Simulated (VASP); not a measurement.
# CdF2 (Fmmm) in VASP: a series of runs

CdF2 is run at these levels: PBEsol; tasks: single point.

All numbers are computed with VASP 6.6.1; they aren't measurements. Logs are shortened: lines on timing, memory, paths and dates and some standing lists are left out, and cuts for length are marked.

**1. The cell of the first run**

It takes space group Fmmm (No. 69, orthorhombic). Conventional cell: a = 5.182 Å, b = 5.377 Å, c = 5.593 Å, α = 90.00°, β = 90.00°, γ = 90.00°. Within 3.1 Å of Cd (site symmetry mmm) lie 8 F at 2.33 Å. F (site symmetry 222) has 4 Cd at 2.33 Å and 6 F at 2.59 to 2.80 Å within 3.1 Å.

**2. Single point, PBEsol**

INCAR reads:

```
SYSTEM = CdF2
  PREC = Accurate
  ENCUT = 520
  EDIFF = 1E-6
  ISMEAR = 0
  SIGMA = 0.05
  LREAL = .False.
  LASPH = .True.
  NELM = 60
  ALGO = Normal
  ISIF = 2
  LWAVE = .False.
  LCHARG = .False.
  GGA = PS
  NBANDS = 20
```

KPOINTS reads:

```
regular mesh
0
Gamma
  8 8 8
  0 0 0
```

POSCAR reads:

```
CdF2
1.0
    0.0000000000      2.7963907827      2.5911202199
    2.6887078645      0.0000000000      2.5911202199
    2.6887078645      2.7963907827      0.0000000000
Cd F
1 2
Direct
    0.0000000000      0.0000000000      0.0000000000
    0.2500000000      0.2500000000      0.2500000000
    0.7500000000      0.7500000000      0.7500000000
```

Potentials or basis: VASP PAW PBE potentials, release 64 (Cd, F).

On the command line:

```bash
$ cat potpaw_PBE.64/Cd/POTCAR potpaw_PBE.64/F/POTCAR > POTCAR
$ mpirun -np 1 vasp_std > vasp.out
```

OUTCAR:

```text
SYSTEM = CdF2
   PREC = Accurate
   ENCUT = 520
   EDIFF = 1E-6
   ISMEAR = 0
   LREAL = .False.
   LASPH = .True.
   NELM = 60
   ISIF = 2
   GGA = PS

 ion  position               nearest neighbor table
   1  0.000  0.000  0.000-   3 2.33   3 2.33   2 2.33   3 2.33   2 2.33   2 2.33   3 2.33   2 2.33

   2  0.250  0.250  0.250-   1 2.33   1 2.33   1 2.33   1 2.33
   3  0.750  0.750  0.750-   1 2.33   1 2.33   1 2.33   1 2.33

  LATTYP: Found a face centered orthorhombic cell.
 ALAT       =     5.1822404398
 B/A-ratio  =     1.0376623376
 C/A-ratio  =     1.0792207792

  Lattice vectors:

 A1 = (   2.6887078645,   2.7963907827,   0.0000000000)
 A2 = (   0.0000000000,   2.7963907827,   2.5911202199)
 A3 = (   2.6887078645,   0.0000000000,   2.5911202199)

Analysis of symmetry for initial positions (statically):
=====================================================================
 Subroutine PRICEL returns:
 Original cell was already a primitive cell.

 Routine SETGRP: Setting up the symmetry group for a
 face centered orthorhombic supercell.

 Subroutine GETGRP returns: Found  8 space group operations
 (whereof  8 operations were pure point group operations)
 out of a pool of  8 trial point group operations.

The static configuration has the point symmetry D_2h.

Analysis of symmetry for dynamics (positions and initial velocities):
=====================================================================
 Subroutine PRICEL returns:
 Original cell was already a primitive cell.

 Routine SETGRP: Setting up the symmetry group for a
 face centered orthorhombic supercell.

 Subroutine GETGRP returns: Found  8 space group operations
 (whereof  8 operations were pure point group operations)
 out of a pool of  8 trial point group operations.

The dynamic configuration has the point symmetry D_2h.

 Subroutine INISYM returns: Found  8 space group operations
 (whereof  8 operations are pure point group operations),
 and found     1 'primitive' translations

----------------------------------------------------------------------------------------

                                     Primitive cell

  volume of cell :      38.9636

  direct lattice vectors                    reciprocal lattice vectors
     0.000000000  2.796390783  2.591120220    -0.185962933  0.178801905  0.192966732
     2.688707864  0.000000000  2.591120220     0.185962933 -0.178801905  0.192966732
     2.688707864  2.796390783  0.000000000     0.185962933  0.178801905 -0.192966732
[... 85 lines left out ...]
   NELM   =     60;   NELMIN=  2; NELMDL= -5     # of ELM steps
   EDIFF  = 0.1E-05   stopping-criterion for ELM
   LREAL  =      F    real-space projection
   EDIFFG = 0.1E-04   stopping-criterion for IOM
   NSW    =      0    number of steps for IOM
   IBRION =     -1    ionic relax: 0-MD 1-quasi-New 2-CG
   NFREE  =      0    steps in history (QN), initial steepest desc. (CG)
   ISIF   =      2    stress and relaxation
   ISYM   =      2    0-nonsym 1-usesym 2-fastsym
   POTIM  = 0.5000    time-step for ionic-motion
   TEBEG  =    0.0;   TEEND  =   0.0 temperature during run
   PSTRESS=    0.0 pullay stress
   NELECT =      26.0000    total number of electrons
   NUPDOWN=      -1.0000    fix difference up-down
   EMIN   =  10.00;   EMAX   =-10.00  energy-range for DOS
   EFERMI =   0.00;   METHOD = LEGACY
   ISMEAR =     0;   SIGMA  =   0.05  broadening in eV -4-tet -1-fermi 0-gaus
   EFERMI_NEDOS =   21; number of points for ismear=-14 and -15
   IALGO  =     38    algorithm
   IMIX   =      4    mixing-type and parameters
     AMIX     =   0.40;   BMIX     =  1.00
     AMIX_MAG =   1.60;   BMIX_MAG =  1.00
  volume/ion in A,a.u.               =      12.99        87.65
  Fermi-wavevector in a.u.,A,eV,Ry     =   1.430583  2.703409 27.845228  2.046567
  Thomas-Fermi vector in A             =   2.550412
   LORBIT       =      0    0 simple, 1 ext, 2 COOP (PROOUT), +10 PAW based schemes
   GGA     = PS    functional components
   LHFCALC =     F    Hartree Fock is set to
   AEXX    =    0.0000 exact exchange contribution
   IVDW    =     0    specifies the selected vdW correction
   LEPSILON=     F    determine dielectric tensor
   LRPA    =     F    only Hartree local field effects (RPA)
 non-spin polarized calculation
 Gauss-broadening in eV      SIGMA  =   0.05
  energy-cutoff  :      520.00
  volume of cell :       38.96
 maximum number of plane-waves:      1074
   NGX = 15   NGY = 13   NGZ = 15

 number of electron      25.9999999 magnetization

 Free energy of the ion-electron system (eV)
  ---------------------------------------------------
  ext. energy  EPLUGINS =         0.00000000
  ---------------------------------------------------
  free energy    TOTEN  =       -11.55317037 eV

  energy without entropy =      -11.55317037  energy(sigma->0) =      -11.55317037

 E-fermi :  -0.9919     XC(G=0): -10.7317

 val. band max:       -1.3277238819   @ k =  -0.1250   0.5000   0.3750
 cond. band min:       1.4606741275   @ k =   0.0000   0.0000   0.0000
 fundamental gap:      2.7883980094
 Fermi energy:        -0.9918900670

 k-point     1 :       0.0000    0.0000    0.0000
  band No.  band energies     occupation
      1     -22.1420      2.00000
      2     -20.9738      2.00000
      3      -7.0682      2.00000
      4      -7.0402      2.00000
      5      -7.0332      2.00000
      6      -5.8192      2.00000
[... 541 lines left out ...]
     19      18.0734      0.00000
     20      19.0353      0.00000

 [... further k-points ...]

------------------------ aborting loop because EDIFF is reached ----------------------------------------

  FORCE on cell =-STRESS in cart. coord.  units (eV):
  Direction    XX          YY          ZZ          XY          YZ          ZX
  --------------------------------------------------------------------------------------
  -------------------------------------------------------------------------------------
  Total        0.2182828     -0.8133659      1.2415072      0.0000000      0.0000000     -0.0000000
  in kB        8.9757549    -33.4454844     51.0505914      0.0000000      0.0000000     -0.0000000
  external PRESSURE =       8.8602873 kB  Pullay stress =       0.0000000 kB

 VOLUME and BASIS-vectors are now :
 -----------------------------------------------------------------------------
  energy-cutoff  :      520.00
  volume of cell :       38.96
      direct lattice vectors                 reciprocal lattice vectors
     0.000000000  2.796390783  2.591120220    -0.185962933  0.178801905  0.192966732
     2.688707864  0.000000000  2.591120220     0.185962933 -0.178801905  0.192966732
     2.688707864  2.796390783  0.000000000     0.185962933  0.178801905 -0.192966732

 POSITION                                       TOTAL-FORCE (eV/Angst)
 -----------------------------------------------------------------------------------
      0.00000      0.00000      0.00000         0.000000      0.000000     -0.000000
      1.34435      1.39820      1.29556         0.000000      0.000000      0.000000
      4.03306      4.19459      3.88668         0.000000     -0.000000     -0.000000
 -----------------------------------------------------------------------------------
    total drift:                                0.000000      0.000000      0.000000

  FREE ENERGIE OF THE ION-ELECTRON SYSTEM (eV)
  ---------------------------------------------------
  free  energy   TOTEN  =       -11.5531703687 eV

  energy  without entropy=      -11.5531703687  energy(sigma->0) =      -11.55317037
```

stdout:

```text
POSCAR found type information on POSCAR CdF
 POSCAR found :  2 types and       3 ions
 scaLAPACK will be used
 -----------------------------------------------------------------------------
|                                                                             |
|                                                                             |
|     You enforced a specific xc type in the INCAR file but a different       |
|     I HOPE YOU KNOW WHAT YOU ARE DOING!                                     |
|                                                                             |
 -----------------------------------------------------------------------------

 LDA part: xc-table for (Slater+PW92), standard interpolation
 POSCAR, INCAR and KPOINTS ok, starting setup
 FFT: planning ... GRIDC
 FFT: planning ... GRID_SOFT
 FFT: planning ... GRID
 WAVECAR not read
 entering main loop
```

It took 82 s on 1 thread of AMD EPYC 7R43 (Zen 3), shared host; peak memory 0.17 GiB.

Results:

| Item | Value |
| --- | --- |
| Free energy | -11.5532 eV |
| Pressure | 0.9 GPa |
| Band gap on the k mesh | 2.79 eV (least direct gap 3.26 eV) |

Caveat: the cell differs from its parent crystal (strain +e along x and -e along y -0.0200, strain +e along z and -e/2 along x and y -0.0375); the PAW data sets were made with another functional, which shifts forces and pressure a little. A k mesh can miss the band edges.

**3. Single point, PBEsol**

INCAR reads:

```
SYSTEM = CdF2
ALGO = Normal
EDIFF = 1E-7
ENCUT = 520
GGA = PS
ISIF = 2
ISMEAR = 0
LASPH = .TRUE.
LCHARG = .FALSE.
LREAL = .FALSE.
LWAVE = .FALSE.
NBANDS = 20
NELM = 100
PREC = Accurate
SIGMA = 0.05
```

KPOINTS reads:

```
k-points
0
G
  8 8 8
  0 0 0
```

POSCAR reads:

```
CdF2
1.0
    0.0000000000      2.8233115123      2.5911202199
    2.6617871349      0.0000000000      2.5911202199
    2.6617871349      2.8233115123      0.0000000000
Cd F
1 2
Direct
    0.0000000000      0.0000000000      0.0000000000
    0.2500000000      0.2500000000      0.2500000000
    0.7500000000      0.7500000000      0.7500000000
```

Potentials or basis: VASP PAW PBE potentials, release 64 (Cd, F).

On the command line:

```bash
$ cat potpaw_PBE.64/Cd/POTCAR potpaw_PBE.64/F/POTCAR > POTCAR
$ mpirun -np 1 vasp_std > vasp.out
```

Run time: 79 s. Hardware: 1 thread of AMD EPYC 7R43 (Zen 3), shared host; peak memory 0.17 GiB.

It converged, with:

```
Free energy            : -11.5406 eV
Pressure               : 0.9 GPa
Band gap on the k mesh : 2.77 eV (least direct gap 3.23 eV)
```

Stress tensor (GPa, compression positive):
```
 2.01  0.00  0.00
 0.00 -4.38  0.00
 0.00  0.00  5.10
```

Levels at points of the mesh, in eV from the valence-band top:
```tsv
k point	band 9	band 10	band 11	band 12	band 13	band 14	band 15	band 16	band 17	band 18
(0.00, 0.00, 0.00)	-0.99	-0.74	-0.71	-0.62	-0.46	2.76	12.36	12.42	12.57	17.34
(0.50, 0.00, 0.00)	-2.43	-2.05	-1.87	-0.51	-0.47	6.95	8.79	14.00	14.54	17.52
(0.50, 0.50, 0.00)	-3.10	-3.10	-0.35	-0.29	-0.12	7.68	9.26	11.66	13.46	14.22
(0.50, 0.00, 0.50)	-3.08	-2.98	-0.84	-0.16	-0.04	7.79	9.52	11.67	14.11	14.39
(0.00, 0.50, 0.50)	-3.16	-3.00	-0.51	-0.30	-0.02	7.79	9.26	11.60	13.47	14.50
```

Caveat: the cell differs from its parent crystal (strain +e along x and -e along y -0.0300, strain +e along z and -e/2 along x and y -0.0375); the PAW data sets were made with another functional, which shifts forces and pressure a little. A k mesh can miss the band edges.

**4. Single point, PBEsol**

INCAR reads:

```
PREC     = Accurate       # precision mode
ENCUT    = 520            # plane-wave cutoff, eV
EDIFF    = 1E-6           # SCF threshold, eV
ISMEAR   = 0              # smearing method
SIGMA    = 0.05           # smearing width, eV
LREAL    = F              # projectors in reciprocal space
LASPH    = T              # aspherical terms in the spheres
NELM     = 100            # most SCF steps
ALGO     = Normal         # electronic algorithm
ISIF     = 2              # what is computed and relaxed
LWAVE    = F              # write WAVECAR
LCHARG   = F              # write CHGCAR
GGA      = PS             # functional
NBANDS   = 20             # bands
```

KPOINTS reads:

```
regular mesh
0
Gamma
  8 8 8
```

POSCAR reads:

```
CdF2
1.0
    0.0000000000      2.6685173173      2.7930256915
    2.6146758582      0.0000000000      2.7930256915
    2.6146758582      2.6685173173      0.0000000000
Cd F
1 2
Direct
    0.0000000000      0.0000000000      0.0000000000
    0.2500000000      0.2500000000      0.2500000000
    0.7500000000      0.7500000000      0.7500000000
```

On the command line:

```bash
$ cat potpaw_PBE.64/Cd/POTCAR potpaw_PBE.64/F/POTCAR > POTCAR
$ mpirun -np 1 vasp_std > vasp.out
```

It took 86 s on 1 thread of AMD EPYC 7R43 (Zen 3), shared host; peak memory 0.17 GiB.

The run converged. Its results:

- Free energy: -11.5618 eV
- Pressure: 0.9 GPa
- Band gap on the k mesh: 2.82 eV (least direct gap 3.27 eV)

Stress tensor (GPa, compression positive):
```
 4.04  0.00  0.00
 0.00  1.74  0.00
 0.00  0.00 -3.21
```

Levels at points of the mesh, in eV from the valence-band top:
| k point | band 11 | band 12 | band 13 | band 14 | band 15 | band 16 |
| --- | --- | --- | --- | --- | --- | --- |
| (0.00, 0.00, 0.00) | -0.65 | -0.58 | -0.45 | 2.82 | 12.39 | 12.44 |
| (0.50, 0.00, 0.00) | -1.87 | -0.47 | -0.44 | 6.99 | 8.86 | 14.07 |
| (0.50, 0.50, 0.00) | -0.77 | -0.13 | -0.05 | 7.84 | 9.52 | 11.67 |
| (0.50, 0.00, 0.50) | -0.51 | -0.25 | -0.03 | 7.82 | 9.33 | 11.63 |
| (0.00, 0.50, 0.50) | -0.39 | -0.25 | -0.11 | 7.75 | 9.32 | 11.66 |

Caveat: the cell differs from its parent crystal (strain +e along x and -e along y -0.0100, strain +e along z and -e/2 along x and y +0.0375); the PAW data sets were made with another functional, which shifts forces and pressure a little.

**5. Single point, PBEsol**

INCAR reads:

```
  PREC = Accurate
  ENCUT = 520
  EDIFF = 1E-7
  ISMEAR = 0
  SIGMA = 0.05
  LREAL = F
  LASPH = T
  NELM = 60
  ALGO = Normal
  ISIF = 2
  LWAVE = F
  LCHARG = T
  GGA = PS
  LELF = T
  LVHAR = T
  NBANDS = 20
```

KPOINTS is that of step 4.

POSCAR reads:

```
CdF2
1.0
    0.0000000000      2.5440089431      3.0958838991
    2.4363260249      0.0000000000      3.0958838991
    2.4363260249      2.5440089431      0.0000000000
Cd F
1 2
Direct
    0.0000000000      0.0000000000      0.0000000000
    0.2500000000      0.2500000000      0.2500000000
    0.7500000000      0.7500000000      0.7500000000
```

On the command line:

```bash
$ cat potpaw_PBE.64/Cd/POTCAR potpaw_PBE.64/F/POTCAR > POTCAR
$ mpirun -np 1 vasp_std > vasp.out
```

It took 32 s on 1 thread of Intel Xeon 6975P-C (Granite Rapids), shared host; peak memory 0.21 GiB.

The run converged. Its results:

| Item | Value |
| --- | --- |
| Free energy | -11.1364 eV |
| Pressure | 1.8 GPa |
| Band gap on the k mesh | 1.89 eV (least direct gap 2.41 eV) |

Stress tensor (GPa, compression positive):
```
 13.55   0.00   0.00
  0.00   7.50   0.00
  0.00   0.00 -15.54
```

Levels at points of the mesh, in eV from the valence-band top:
```tsv
k point	band 11	band 12	band 13	band 14	band 15	band 16
(0.00, 0.00, 0.00)	-0.96	-0.79	-0.51	1.89	11.99	12.07
(0.50, 0.00, 0.00)	-2.00	-1.02	-0.90	6.23	7.66	13.53
(0.50, 0.50, 0.00)	-1.52	-0.39	-0.09	6.73	9.48	11.87
(0.50, 0.00, 0.50)	-0.84	-0.49	0.00	7.26	8.14	11.10
(0.00, 0.50, 0.50)	-0.81	-0.24	-0.18	6.93	8.35	11.32
```

Caveat: the cell differs from its parent crystal (strain +e along x and -e along y -0.0200, strain +e along z and -e/2 along x and y +0.1500); the PAW data sets were made with another functional, which shifts forces and pressure a little. A k mesh can miss the band edges.

[end of part 1 of 2]
